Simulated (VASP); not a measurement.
# Nb (P6_3/mmc) in VASP: further runs

The runs below take Nb through single point, with PBE.

Program: VASP 6.6.1. These are calculated values, not measurements. Logs are shortened: lines on timing, memory, paths and dates and some standing lists are left out, and cuts for length are marked.

### Step 1. The cell of the first run

The structure is hexagonal, space group P6_3/mmc (No. 194). The conventional cell has a = 2.454 Å, b = 2.454 Å, c = 4.296 Å, α = 90.00°, β = 90.00°, γ = 120.00°. Within 3.2 Å of Nb (site symmetry -6m2) lie 12 Nb at 2.45 to 2.57 Å.

### Step 2. Single point, PBE (volume scaled by 0.6)

File INCAR:

```
PREC = Accurate
ENCUT = 520
EDIFF = 1E-6
ISMEAR = -1
SIGMA = 0.05
LREAL = F
LASPH = T
NELM = 80
ALGO = Normal
ISIF = 2
LWAVE = F
LCHARG = T
GGA = PE
LELF = T
LVHAR = T
NBANDS = 20
```

File KPOINTS:

```
regular mesh
0
Gamma
  16 16 9
```

File POSCAR:

```
Nb
1.0
    2.4536479143      0.0000000000      0.0000000000
   -1.2268239572      2.1249214257      0.0000000000
    0.0000000000      0.0000000000      4.2962022451
Nb
2
Direct
    0.3333333333      0.6666666667      0.2500000000
    0.6666666667      0.3333333333      0.7500000000
```

Potentials or basis: VASP PAW PBE potentials, release 64 (Nb_sv).

On the command line:

```bash
$ cat potpaw_PBE.64/Nb_sv/POTCAR > POTCAR
$ mpirun -np 1 vasp_std > vasp.out
```

OUTCAR:

```text
PREC = Accurate
   ENCUT = 520
   EDIFF = 1E-6
   ISMEAR = -1
   LREAL = F
   LASPH = T
   NELM = 80
   ISIF = 2
   GGA = PE

 ion  position               nearest neighbor table
   1  0.333  0.667  0.250-   2 2.57   2 2.57   2 2.57   2 2.57   2 2.57   2 2.57
   2  0.667  0.333  0.750-   1 2.57   1 2.57   1 2.57   1 2.57   1 2.57   1 2.57

  LATTYP: Found a hexagonal cell.
 ALAT       =     2.4536479143
 C/A-ratio  =     1.7509448768

  Lattice vectors:

 A1 = (   2.4536479143,   0.0000000000,   0.0000000000)
 A2 = (  -1.2268239572,   2.1249214257,   0.0000000000)
 A3 = (   0.0000000000,   0.0000000000,   4.2962022451)

Analysis of symmetry for initial positions (statically):
=====================================================================
 Subroutine PRICEL returns:
 Original cell was already a primitive cell.

 Routine SETGRP: Setting up the symmetry group for a
 hexagonal supercell.

 Subroutine GETGRP returns: Found 24 space group operations
 (whereof 12 operations were pure point group operations)
 out of a pool of 24 trial point group operations.

The static configuration has the point symmetry D_3d.
 The point group associated with its full space group is D_6h.

Analysis of symmetry for dynamics (positions and initial velocities):
=====================================================================
 Subroutine PRICEL returns:
 Original cell was already a primitive cell.

 Routine SETGRP: Setting up the symmetry group for a
 hexagonal supercell.

 Subroutine GETGRP returns: Found 24 space group operations
 (whereof 12 operations were pure point group operations)
 out of a pool of 24 trial point group operations.

The dynamic configuration has the point symmetry D_3d.
 The point group associated with its full space group is D_6h.

 Subroutine INISYM returns: Found 24 space group operations
 (whereof 12 operations are pure point group operations),
 and found     1 'primitive' translations

----------------------------------------------------------------------------------------

                                     Primitive cell

  volume of cell :      22.3996

  direct lattice vectors                    reciprocal lattice vectors
     2.453647914  0.000000000  0.000000000     0.407556436  0.235302818  0.000000000
    -1.226823957  2.124921426  0.000000000     0.000000000  0.470605636  0.000000000
     0.000000000  0.000000000  4.296202245     0.000000000  0.000000000  0.232763716

  length of vectors
     2.453647914  2.453647914  4.296202245     0.470605636  0.470605636  0.232763716

  position of ions in fractional coordinates (direct lattice)
     0.333333333  0.666666667  0.250000000
     0.666666667  0.333333333  0.750000000

  ion indices of the primitive-cell ions
   primitive index   ion index
                 1           1
                 2           2

----------------------------------------------------------------------------------------

 KPOINTS: regular mesh

Automatic generation of k-mesh.
 Grid dimensions read from file:
 generate k-points for:   16   16    9

 Generating k-lattice:

  Cartesian coordinates                     Fractional coordinates (reciprocal lattice)
     0.025472277  0.014706426  0.000000000     0.062500000  0.000000000  0.000000000
     0.000000000  0.029412852  0.000000000     0.000000000  0.062500000  0.000000000
     0.000000000  0.000000000  0.025862635     0.000000000  0.000000000  0.111111111

  Length of vectors
     0.029412852  0.029412852  0.025862635

  Shift w.r.t. Gamma in fractional coordinates (k-lattice)
     0.000000000  0.000000000  0.000000000

 Subroutine IBZKPT returns following result:
 ===========================================

 Found    150 irreducible k-points:

 Following reciprocal coordinates:
            Coordinates               Weight
  0.000000  0.000000  0.000000      1.000000
  0.062500 -0.000000  0.000000      6.000000
  0.125000 -0.000000  0.000000      6.000000
  0.187500  0.000000  0.000000      6.000000
  0.250000 -0.000000  0.000000      6.000000
  0.312500 -0.000000  0.000000      6.000000
[... 16 lines left out ...]
  0.187500  0.187500  0.000000      6.000000
  0.250000  0.187500  0.000000     12.000000
 [... further k-points ...]
   k-points           NKPTS =    150   k-points in BZ     NKDIM =    150   number of bands    NBANDS=     20
   number of dos      NEDOS =    301   number of ions     NIONS =      2
   total plane-waves  NPLWV =  10368
   dimension x,y,z NGX =    18 NGY =   18 NGZ =   32
   dimension x,y,z NGXF=    36 NGYF=   36 NGZF=   64
   ions per type =               2
   NGX,Y,Z   is equivalent  to a cutoff of  12.20, 12.20, 12.38 a.u.
   NGXF,Y,Z  is equivalent  to a cutoff of  24.39, 24.39, 24.77 a.u.
 SYSTEM =  unknown system
   PREC   = accura    normal or accurate (medium, high low for compatibility)
   ISTART =      0    job   : 0-new  1-cont  2-samecut
   ICHARG =      2    charge: 1-file 2-atom 10-const
   ISPIN  =      1    spin polarized calculation?
   LNONCOLLINEAR =      F non collinear calculations
   LSORBIT =      F    spin-orbit coupling
   LASPH  =      T    aspherical Exc in radial PAW
   ENCUT  =  520.0 eV  38.22 Ry    6.18 a.u.   4.56  4.56  7.99*2*pi/ulx,y,z
   NELM   =     80;   NELMIN=  2; NELMDL= -5     # of ELM steps
   EDIFF  = 0.1E-05   stopping-criterion for ELM
   LREAL  =      F    real-space projection
   EDIFFG = 0.1E-04   stopping-criterion for IOM
   NSW    =      0    number of steps for IOM
   IBRION =     -1    ionic relax: 0-MD 1-quasi-New 2-CG
   NFREE  =      0    steps in history (QN), initial steepest desc. (CG)
   ISIF   =      2    stress and relaxation
   ISYM   =      2    0-nonsym 1-usesym 2-fastsym
   POTIM  = 0.5000    time-step for ionic-motion
   TEBEG  =    0.0;   TEEND  =   0.0 temperature during run
   PSTRESS=    0.0 pullay stress
   NELECT =      26.0000    total number of electrons
   NUPDOWN=      -1.0000    fix difference up-down
   EMIN   =  10.00;   EMAX   =-10.00  energy-range for DOS
   EFERMI =   0.00;   METHOD = LEGACY
   ISMEAR =    -1;   SIGMA  =   0.05  broadening in eV -4-tet -1-fermi 0-gaus
   EFERMI_NEDOS =   21; number of points for ismear=-14 and -15
   IALGO  =     38    algorithm
   IMIX   =      4    mixing-type and parameters
     AMIX     =   0.40;   BMIX     =  1.00
     AMIX_MAG =   1.60;   BMIX_MAG =  1.00
  volume/ion in A,a.u.               =      11.20        75.58
  Fermi-wavevector in a.u.,A,eV,Ry     =   1.720492  3.251259 40.274508  2.960093
  Thomas-Fermi vector in A             =   2.796921
   LORBIT       =      0    0 simple, 1 ext, 2 COOP (PROOUT), +10 PAW based schemes
   GGA     = PE    functional components
   LHFCALC =     F    Hartree Fock is set to
   AEXX    =    0.0000 exact exchange contribution
   IVDW    =     0    specifies the selected vdW correction
   LEPSILON=     F    determine dielectric tensor
   LRPA    =     F    only Hartree local field effects (RPA)
 non-spin polarized calculation
  energy-cutoff  :      520.00
  volume of cell :       22.40
 maximum number of plane-waves:       617
   NGX =  9   NGY =  9   NGZ = 15

 number of electron      26.0000003 magnetization

 Free energy of the ion-electron system (eV)
  ---------------------------------------------------
  ext. energy  EPLUGINS =         0.00000000
  ---------------------------------------------------
  free energy    TOTEN  =       -13.40537398 eV

  energy without entropy =      -13.39467811  energy(sigma->0) =      -13.40002605

 E-fermi :  19.9509     XC(G=0): -15.1657

 val. band max:       19.9499342748   @ k =   0.1250  -0.0000   0.0000
 cond. band min:      19.9513187208   @ k =   0.0625   0.0625   0.2222
 fundamental gap:      0.0013844460
 Fermi energy:        19.9509380747

 k-point     1 :       0.0000    0.0000    0.0000
  band No.  band energies     occupation
      1     -35.6168      2.00000
      2     -34.5745      2.00000
      3     -13.5531      2.00000
      4      -8.9650      2.00000
      5      -8.8200      2.00000
      6      -8.8200      2.00000
[... 12 lines left out ...]
     19      26.7950      0.00000
     20      26.7950      0.00000

 k-point     2 :       0.0625   -0.0000    0.0000
  band No.  band energies     occupation
      1     -35.5722      2.00000
      2     -34.5438      2.00000
      3     -13.4933      2.00000
      4      -9.0325      2.00000
      5      -8.9740      2.00000
      6      -8.8789      2.00000
[... 12 lines left out ...]
     19      26.9684      0.00000
     20      28.0750      0.00000

 k-point     3 :       0.1250   -0.0000    0.0000
  band No.  band energies     occupation
      1     -35.4424      2.00000
      2     -34.4562      2.00000
      3     -13.3174      2.00000
      4      -9.6188      2.00000
      5      -9.1375      2.00000
      6      -9.0390      2.00000
[... 12 lines left out ...]
     19      27.3355      0.00000
     20      30.1017      0.00000

 k-point     4 :       0.1875    0.0000    0.0000
  band No.  band energies     occupation
      1     -35.2399      2.00000
      2     -34.3248      2.00000
      3     -13.0364      2.00000
      4     -10.4507      2.00000
      5      -9.9240      2.00000
      6      -9.2633      2.00000
[... 12 lines left out ...]
     19      27.6781      0.00000
     20      32.0809      0.00000

 k-point     5 :       0.2500   -0.0000    0.0000
  band No.  band energies     occupation
      1     -34.9859      2.00000
      2     -34.1709      2.00000
      3     -12.6695      2.00000
      4     -11.3744      2.00000
      5     -10.7956      2.00000
      6      -9.5109      2.00000
[... 12 lines left out ...]
     19      27.9011      0.00000
     20      33.7408      0.00000
[... 353 lines left out ...]
      6     -10.5339      2.00000
[... 12 lines left out ...]
     19      31.8705      0.00000
     20      33.9487      0.00000

 k-point    22 :       0.4375    0.1250    0.0000
  band No.  band energies     occupation
      1     -34.1114      2.00000
      2     -33.8168      2.00000
      3     -13.3892      2.00000
      4     -12.7107      2.00000
      5     -11.1502      2.00000
      6     -10.6012      2.00000
[... 12 lines left out ...]
     19      32.5383      0.00000
     20      33.7806      0.00000

 k-point    23 :       0.1875    0.1875    0.0000
  band No.  band energies     occupation
      1     -34.6466      2.00000
      2     -33.9886      2.00000
      3     -12.1468      2.00000
      4     -11.8451      2.00000
      5     -11.8362      2.00000
      6     -10.0466      2.00000
[... 12 lines left out ...]
     19      28.0370      0.00000
     20      36.5218      0.00000

 k-point    24 :       0.2500    0.1875    0.0000
  band No.  band energies     occupation
      1     -34.4051      2.00000
      2     -33.8843      2.00000
      3     -12.4444      2.00000
      4     -12.1687      2.00000
      5     -11.7375      2.00000
      6     -10.4767      2.00000
[... 12 lines left out ...]
     19      30.1890      0.00000
     20      36.4371      0.00000

 [... further k-points ...]
[... 5 lines left out ...]
  --------------------------------------------------------------------------------------
  -------------------------------------------------------------------------------------
  Total       28.7231889     28.7231889     28.7671267     -0.0000000     -0.0000000      0.0000000
  in kB     2054.4870079   2054.4870078   2057.6297577     -0.0000000     -0.0000000      0.0000000
  external PRESSURE =    2055.5345911 kB  Pullay stress =       0.0000000 kB

 VOLUME and BASIS-vectors are now :
 -----------------------------------------------------------------------------
  energy-cutoff  :      520.00
  volume of cell :       22.40
      direct lattice vectors                 reciprocal lattice vectors
     2.453647914  0.000000000  0.000000000     0.407556436  0.235302818  0.000000000
    -1.226823957  2.124921426  0.000000000     0.000000000  0.470605636  0.000000000
     0.000000000  0.000000000  4.296202245     0.000000000  0.000000000  0.232763716

 POSITION                                       TOTAL-FORCE (eV/Angst)
 -----------------------------------------------------------------------------------
     -0.00000      1.41661      1.07405        -0.000000     -0.000000      0.000000
      1.22682      0.70831      3.22215         0.000000      0.000000      0.000000
 -----------------------------------------------------------------------------------
    total drift:                               -0.000000      0.000000     -0.000000

  FREE ENERGIE OF THE ION-ELECTRON SYSTEM (eV)
  ---------------------------------------------------
  free  energy   TOTEN  =       -13.4053739783 eV

  energy  without entropy=      -13.3946781144  energy(sigma->0) =      -13.40002605
```

It took 48 s on 1 thread of Intel Xeon Platinum 8259CL at 2.50GHz (Skylake/Cascade Lake), shared host; peak memory 0.17 GiB.

What came out:

* Free energy: -13.4054 eV
* Pressure: 205.6 GPa
* Band gap on the k mesh: zero (band 13 reaches 22.18 eV, above the bottom of band 14 at 18.90 eV)

Stress tensor (GPa, compression positive):
```
205.45   0.00   0.00
  0.00 205.45   0.00
  0.00   0.00 205.76
```

(Continued in part 2 of 2.)
